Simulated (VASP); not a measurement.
# Cs (P3_121) in VASP: further runs

Cs is run at these levels: PBEsol; tasks: single point, relaxation of cell and atoms.

Everything below comes from runs of VASP 6.6.1. Logs are shortened: lines on timing, memory, paths and dates and some standing lists are left out, and cuts for length are marked.

## (1) The cell of the first run

Symmetry: P3_121, No. 152, trigonal system. The conventional cell has a = 7.265 Å, b = 7.265 Å, c = 8.242 Å, α = 90.00°, β = 90.00°, γ = 120.00°. Within 5.2 Å of Cs (site symmetry 2) lie 2 Cs at 3.95 Å.

## (2) Single point, PBEsol

File INCAR:

```
PREC = Accurate ; ENCUT = 520
EDIFF = 1E-6 ; ISMEAR = 0
SIGMA = 0.1 ; LREAL = False
LASPH = True ; NELM = 100
ALGO = Fast ; ISIF = 2
LWAVE = False ; LCHARG = False
GGA = PS ; NBANDS = 20
```

File KPOINTS:

```
regular mesh
0
Gamma
  3 3 2
```

File POSCAR:

```
Cs
1.0
    7.2647804298      0.0000000000      0.0000000000
   -3.6323902150      6.2914844052      0.0000000000
    0.0000000000      0.0000000000      8.2421365851
Cs
3
Direct
    0.2254000000      0.0000000000      0.3333333333
    0.0000000000      0.2254000000      0.6666666667
    0.7746000000      0.7746000000      0.0000000000
```

Potentials or basis: VASP PAW PBE potentials, release 64 (Cs_sv).

On the command line:

```sh
cat potpaw_PBE.64/Cs_sv/POTCAR > POTCAR
mpirun -np 1 vasp_std > vasp.out
```

OUTCAR:

```text
PREC = Accurate
   ENCUT = 520
   EDIFF = 1E-6
   ISMEAR = 0
   LREAL = False
   LASPH = True
   NELM = 100
   ISIF = 2
   GGA = PS

 ion  position               nearest neighbor table
   1  0.225  0.000  0.333-
   2  0.000  0.225  0.667-
   3  0.775  0.775  0.000-

  LATTYP: Found a hexagonal cell.
 ALAT       =     7.2647804298
 C/A-ratio  =     1.1345334749

  Lattice vectors:

 A1 = (   7.2647804298,   0.0000000000,   0.0000000000)
 A2 = (  -3.6323902150,   6.2914844052,   0.0000000000)
 A3 = (   0.0000000000,   0.0000000000,   8.2421365851)

Analysis of symmetry for initial positions (statically):
=====================================================================
 Subroutine PRICEL returns:
 Original cell was already a primitive cell.

 Routine SETGRP: Setting up the symmetry group for a
 hexagonal supercell.

 Subroutine GETGRP returns: Found  6 space group operations
 (whereof  2 operations were pure point group operations)
 out of a pool of 24 trial point group operations.

The static configuration has the point symmetry C_2 .
 The point group associated with its full space group is D_3 .

Analysis of symmetry for dynamics (positions and initial velocities):
=====================================================================
 Subroutine PRICEL returns:
 Original cell was already a primitive cell.

 Routine SETGRP: Setting up the symmetry group for a
 hexagonal supercell.

 Subroutine GETGRP returns: Found  6 space group operations
 (whereof  2 operations were pure point group operations)
 out of a pool of 24 trial point group operations.

The dynamic configuration has the point symmetry C_2 .
 The point group associated with its full space group is D_3 .

 Subroutine INISYM returns: Found  6 space group operations
 (whereof  2 operations are pure point group operations),
 and found     1 'primitive' translations

----------------------------------------------------------------------------------------

                                     Primitive cell

  volume of cell :     376.7172

  direct lattice vectors                    reciprocal lattice vectors
     7.264780430  0.000000000  0.000000000     0.137650409  0.079472501  0.000000000
    -3.632390215  6.291484405  0.000000000     0.000000000  0.158945002  0.000000000
     0.000000000  0.000000000  8.242136585     0.000000000  0.000000000  0.121327764

  length of vectors
     7.264780430  7.264780430  8.242136585     0.158945002  0.158945002  0.121327764

  position of ions in fractional coordinates (direct lattice)
     0.225400000  0.000000000  0.333333333
     0.000000000  0.225400000  0.666666667
     0.774600000  0.774600000  0.000000000

  ion indices of the primitive-cell ions
   primitive index   ion index
                 1           1
                 2           2
                 3           3

----------------------------------------------------------------------------------------

 KPOINTS: regular mesh

Automatic generation of k-mesh.
 Grid dimensions read from file:
 generate k-points for:    3    3    2

 Generating k-lattice:

  Cartesian coordinates                     Fractional coordinates (reciprocal lattice)
     0.045883470  0.026490834  0.000000000     0.333333333  0.000000000  0.000000000
     0.000000000  0.052981667  0.000000000     0.000000000  0.333333333  0.000000000
     0.000000000  0.000000000  0.060663882     0.000000000  0.000000000  0.500000000

  Length of vectors
     0.052981667  0.052981667  0.060663882

  Shift w.r.t. Gamma in fractional coordinates (k-lattice)
     0.000000000  0.000000000  0.000000000

 Subroutine IBZKPT returns following result:
 ===========================================

 Found      6 irreducible k-points:

 Following reciprocal coordinates:
            Coordinates               Weight
  0.000000  0.000000  0.000000      1.000000
  0.333333 -0.000000  0.000000      6.000000
  0.333333  0.333333  0.000000      2.000000
  0.000000  0.000000  0.500000      1.000000
  0.333333 -0.000000  0.500000      6.000000
  0.333333  0.333333  0.500000      2.000000
   k-points           NKPTS =      6   k-points in BZ     NKDIM =      6   number of bands    NBANDS=     20
   number of dos      NEDOS =    301   number of ions     NIONS =      3
   total plane-waves  NPLWV = 186624
   dimension x,y,z NGX =    54 NGY =   54 NGZ =   64
   dimension x,y,z NGXF=   108 NGYF=  108 NGZF=  128
   ions per type =               3
   NGX,Y,Z   is equivalent  to a cutoff of  12.36, 12.36, 12.91 a.u.
   NGXF,Y,Z  is equivalent  to a cutoff of  24.71, 24.71, 25.82 a.u.
 SYSTEM =  unknown system
   PREC   = accura    normal or accurate (medium, high low for compatibility)
   ISTART =      0    job   : 0-new  1-cont  2-samecut
   ICHARG =      2    charge: 1-file 2-atom 10-const
   ISPIN  =      1    spin polarized calculation?
   LNONCOLLINEAR =      F non collinear calculations
   LSORBIT =      F    spin-orbit coupling
   LASPH  =      T    aspherical Exc in radial PAW
   ENCUT  =  520.0 eV  38.22 Ry    6.18 a.u.  13.51 13.51 15.32*2*pi/ulx,y,z
   NELM   =    100;   NELMIN=  2; NELMDL= -5     # of ELM steps
   EDIFF  = 0.1E-05   stopping-criterion for ELM
   LREAL  =      F    real-space projection
   EDIFFG = 0.1E-04   stopping-criterion for IOM
   NSW    =      0    number of steps for IOM
   IBRION =     -1    ionic relax: 0-MD 1-quasi-New 2-CG
   NFREE  =      0    steps in history (QN), initial steepest desc. (CG)
   ISIF   =      2    stress and relaxation
   ISYM   =      2    0-nonsym 1-usesym 2-fastsym
   POTIM  = 0.5000    time-step for ionic-motion
   TEBEG  =    0.0;   TEEND  =   0.0 temperature during run
   PSTRESS=    0.0 pullay stress
   NELECT =      27.0000    total number of electrons
   NUPDOWN=      -1.0000    fix difference up-down
   EMIN   =  10.00;   EMAX   =-10.00  energy-range for DOS
   EFERMI =   0.00;   METHOD = LEGACY
   ISMEAR =     0;   SIGMA  =   0.10  broadening in eV -4-tet -1-fermi 0-gaus
   EFERMI_NEDOS =   21; number of points for ismear=-14 and -15
   IALGO  =     68    algorithm
   IMIX   =      4    mixing-type and parameters
     AMIX     =   0.40;   BMIX     =  1.00
     AMIX_MAG =   1.60;   BMIX_MAG =  1.00
  volume/ion in A,a.u.               =     125.57       847.40
  Fermi-wavevector in a.u.,A,eV,Ry     =   0.680024  1.285059  6.291779  0.462433
  Thomas-Fermi vector in A             =   1.758393
   LORBIT       =      0    0 simple, 1 ext, 2 COOP (PROOUT), +10 PAW based schemes
   GGA     = PS    functional components
   LHFCALC =     F    Hartree Fock is set to
   AEXX    =    0.0000 exact exchange contribution
   IVDW    =     0    specifies the selected vdW correction
   LEPSILON=     F    determine dielectric tensor
   LRPA    =     F    only Hartree local field effects (RPA)
 non-spin polarized calculation
 RMM-DIIS sequential band-by-band and
 Gauss-broadening in eV      SIGMA  =   0.10
  energy-cutoff  :      520.00
  volume of cell :      376.72
 maximum number of plane-waves:     10218
 NGX is ok and might be reduce to    54
   NGX = 27   NGY = 27   NGZ = 31

 number of electron      27.0000000 magnetization

 Free energy of the ion-electron system (eV)
  ---------------------------------------------------
  ext. energy  EPLUGINS =         0.00000000
  ---------------------------------------------------
  free energy    TOTEN  =        -2.01631629 eV

  energy without entropy =       -2.01209489  energy(sigma->0) =       -2.01420559

 E-fermi :   0.2933     XC(G=0):  -5.2279

 val. band max:        0.1576328963   @ k =   0.3333   0.3333   0.0000
 cond. band min:       0.4442534315   @ k =   0.3333  -0.0000   0.0000
 fundamental gap:      0.2866205352
 Fermi energy:         0.2932648746

 k-point     1 :       0.0000    0.0000    0.0000
  band No.  band energies     occupation
      1     -24.1554      2.00000
      2     -24.0716      2.00000
      3     -24.0716      2.00000
      4     -11.2428      2.00000
      5     -11.2428      2.00000
      6     -11.1112      2.00000
[... 12 lines left out ...]
     19       1.6259      0.00000
     20       1.8586      0.00000

 k-point     2 :       0.3333   -0.0000    0.0000
  band No.  band energies     occupation
      1     -24.1545      2.00000
      2     -24.0723      2.00000
      3     -24.0718      2.00000
      4     -11.2473      2.00000
      5     -11.2463      2.00000
      6     -11.1082      2.00000
[... 12 lines left out ...]
     19       1.5856      0.00000
     20       1.7002      0.00000

 k-point     3 :       0.3333    0.3333    0.0000
  band No.  band energies     occupation
      1     -24.1540      2.00000
      2     -24.0723      2.00000
      3     -24.0723      2.00000
      4     -11.2486      2.00000
      5     -11.2486      2.00000
      6     -11.1057      2.00000
[... 12 lines left out ...]
     19       1.9963      0.00000
     20       2.0556      0.00000

 k-point     4 :       0.0000    0.0000    0.5000
  band No.  band energies     occupation
      1     -24.1275      2.00000
      2     -24.1275      2.00000
      3     -24.0436      2.00000
      4     -11.2855      2.00000
      5     -11.1618      2.00000
      6     -11.1618      2.00000
[... 12 lines left out ...]
     19       1.6094      0.00000
     20       1.7428      0.00000

 k-point     5 :       0.3333   -0.0000    0.5000
  band No.  band energies     occupation
      1     -24.1273      2.00000
      2     -24.1268      2.00000
      3     -24.0445      2.00000
      4     -11.2897      2.00000
      5     -11.1685      2.00000
      6     -11.1672      2.00000
[... 12 lines left out ...]
     19       1.5388      0.00000
     20       1.9963      0.00000

 k-point     6 :       0.3333    0.3333    0.5000
  band No.  band energies     occupation
      1     -24.1268      2.00000
      2     -24.1268      2.00000
      3     -24.0449      2.00000
      4     -11.2919      2.00000
      5     -11.1714      2.00000
      6     -11.1714      2.00000
[... 12 lines left out ...]
     19       1.6410      0.00000
     20       2.0360      0.00000

------------------------ aborting loop because EDIFF is reached ----------------------------------------

  FORCE on cell =-STRESS in cart. coord.  units (eV):
  Direction    XX          YY          ZZ          XY          YZ          ZX
  --------------------------------------------------------------------------------------
  -------------------------------------------------------------------------------------
  Total       -0.1062077     -0.1062077      1.2846087      0.0000000      0.0000000      0.0000000
  in kB       -0.4517012     -0.4517012      5.4634380      0.0000000      0.0000000      0.0000000
  external PRESSURE =       1.5200119 kB  Pullay stress =       0.0000000 kB

 VOLUME and BASIS-vectors are now :
 -----------------------------------------------------------------------------
  energy-cutoff  :      520.00
  volume of cell :      376.72
      direct lattice vectors                 reciprocal lattice vectors
     7.264780430  0.000000000  0.000000000     0.137650409  0.079472501  0.000000000
    -3.632390215  6.291484405  0.000000000     0.000000000  0.158945002  0.000000000
     0.000000000  0.000000000  8.242136585     0.000000000  0.000000000  0.121327764

 POSITION                                       TOTAL-FORCE (eV/Angst)
 -----------------------------------------------------------------------------------
      1.63748      0.00000      2.74738         0.578160     -0.000000      0.000000
     -0.81874      1.41810      5.49476        -0.289080      0.500702     -0.000000
      2.81365      4.87338      0.00000        -0.289080     -0.500702     -0.000000
 -----------------------------------------------------------------------------------
    total drift:                                0.000001      0.000001     -0.000000

  FREE ENERGIE OF THE ION-ELECTRON SYSTEM (eV)
  ---------------------------------------------------
  free  energy   TOTEN  =        -2.0163162926 eV

  energy  without entropy=       -2.0120948879  energy(sigma->0) =       -2.01420559
```

It took 60 s on 1 thread of Intel Xeon Platinum 8259CL at 2.50GHz (Skylake/Cascade Lake), shared host; peak memory 0.42 GiB.

What came out:

| Item | Value |
| --- | --- |
| Free energy | -2.0163 eV |
| Pressure | 0.2 GPa |
| Largest force | 0.578 eV/Å |

Forces on the atoms (eV/Å):
```
Cs   0.578  0.000  0.000
Cs  -0.289  0.501  0.000
Cs  -0.289 -0.501  0.000
```

Caveat: the k points lie up to 0.38 Å⁻¹ apart; the PAW data sets were made with another functional, which shifts forces and pressure a little; spin-orbit coupling is left out, which moves the levels of the heavy elements.

[end of part 1 of 2]
